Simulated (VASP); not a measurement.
A run of VASP 6.6.1 is set up as follows.

INCAR

```
PREC = Accurate
ENCUT = 520
EDIFF = 1E-6
ISMEAR = 0
SIGMA = 0.05
LREAL = False
LASPH = True
NELM = 60
ALGO = Normal
ISIF = 2
LWAVE = False
LCHARG = False
GGA = PE
NBANDS = 18
```

Contents of KPOINTS:

```
Automatic mesh
0
Gamma
  8 8 8
```

POSCAR

```
HfO2
1.0
    0.0000000000      2.5575000000      2.5575000000
    2.9411250000      0.0000000000      2.5575000000
    2.9411250000      2.5575000000      0.0000000000
Hf O
1 2
Direct
    0.0000000000      0.0000000000      0.0000000000
    0.2500000000      0.2500000000      0.2500000000
    0.7500000000      0.7500000000      0.7500000000
```

Potentials or basis: VASP PAW PBE potentials, release 64 (Hf_pv, O).

Run with:

```sh
$ cat potpaw_PBE.64/Hf_pv/POTCAR potpaw_PBE.64/O/POTCAR > POTCAR
$ mpirun -np 1 vasp_std > vasp.out
```

(1) Predict the band gap on the k mesh.

(2) What does it give for the pressure?

Answers

(1) 1.58 eV, indirect (least direct gap 2.06 eV).

(2) -28.3 GPa.

Caveat: the cell differs from its parent crystal (strain +0.1500 x Voigt [1, 0, 0, 0, 0, 0]); spin-orbit coupling is left out, which moves the levels of the heavy elements.
